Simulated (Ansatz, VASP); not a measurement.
Two plane-wave programs on Zn

```
Zn
1.0
    -1.71410    1.71410    1.31314
     1.71410   -1.71410    1.31314
     1.71410    1.71410   -1.31314
Zn
1
Direct
  0.00000 0.00000 0.00000
```

Alike in both runs: task relaxation of cell and atoms; functional PBE; k mesh 20 × 20 × 20; occupations gaussian, width 0.1 eV; no spin polarisation.

|  | VASP | Ansatz |
| --- | --- | --- |
| version | VASP 6.6.1 | Ansatz 0.2.0 |
| potentials or method | VASP PAW PBE potentials, release 64 (Zn), cutoff 600 eV | scalar-relativistic, plane waves, PAW |
| valence electrons in the cell | 12 | 12 |

|  | VASP | Ansatz | Ansatz less VASP |
| --- | --- | --- | --- |
| gap on the k mesh at the Fermi level, each at its own relaxed structure (eV) | none | none | - |
| relaxed volume (Å³/atom) | 15.59 | 15.52 | -0.070 |
| relaxed cell length with the largest relative difference (Å) | 2.771 | 2.767 | -0.0044 |

A gap of «none» marks a metal or a gap that the smearing closes.
